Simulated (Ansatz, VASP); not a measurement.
One calculation of LaGa2, two programs

File INCAR:

```
SYSTEM = LaGa2
  PREC = Accurate
  ENCUT = 600
  EDIFF = 1E-6
  ISMEAR = -1
  SIGMA = 0.08
  LREAL = .False.
  LASPH = .True.
  NELM = 100
  ALGO = Normal
  ISIF = 3
  LWAVE = .False.
  LCHARG = .False.
  IBRION = 2
  NSW = 100
  EDIFFG = -0.005
```

The input KPOINTS:

```
Automatic mesh
0
Gamma
  10 10 8
  0 0 0
```

The input POSCAR:

```
LaGa2
1.0
    4.4059334785      0.0000000000      0.0000000000
   -2.2029667392      3.8156503198      0.0000000000
    0.0000000000      0.0000000000      4.8465268263
La Ga
1 2
Direct
    0.0000000000      0.0000000000      0.0000000000
    0.3333333333      0.6666666667      0.5000000000
    0.6666666667      0.3333333333      0.5000000000
```

Input for Ansatz:

```yaml
crystal:
  lattice:
    - [4.4059334785, 0.0, 0.0]
    - [-2.2029667392, 3.8156503198, 0.0]
    - [0.0, 0.0, 4.8465268263]
  atoms:
    - { symbol: La, position: [0.0, 0.0, 0.0] }
    - { symbol: Ga, position: [0.3333333333, 0.6666666667, 0.5] }
    - { symbol: Ga, position: [0.6666666667, 0.3333333333, 0.5] }
kpoints:
  mp_grid: { grid: [10, 10, 8] }
scf:
  occupations: { method: fermi_dirac, width: 0.08 }
hamiltonian:
  xc: lda
  pseudopotentials: { kind: paw }
output:
  forces: true
  stress: true
relax:
  f_tol: 0.005
  max_steps: 80
  cell: {}
```

Alike in both runs: task relaxation of cell and atoms; functional LDA; k mesh 10 × 10 × 8; occupations fermi-dirac, width 0.08 eV; no spin polarisation.

|  | VASP | Ansatz |
| --- | --- | --- |
| version | VASP 6.6.1 | Ansatz 0.2.0 |
| potentials or method | VASP PAW LDA potentials, release 64 (La, Ga_d) | PAW with Ansatz's default frozen-core files, scalar-relativistic |
| plane-wave cutoff (eV) | 600 | 420 |
| valence electrons in the cell | 37 | 37 |

Ansatz gave:

- relaxed volume (Å³/atom): 22.40
- relaxed cell length with the largest relative difference (Å): 4.226

Q: Which values does VASP return?

A: Relaxed volume (Å³/atom): 22.42; relaxed cell length with the largest relative difference (Å): 4.230.

LDA's correlation is that of Perdew and Zunger in VASP and of Perdew and Wang (1992) in Ansatz.

Spin-orbit coupling is off throughout. Noted on VASP's run: the volume moved by over 15 % at a fixed basis, so the end points are rough.
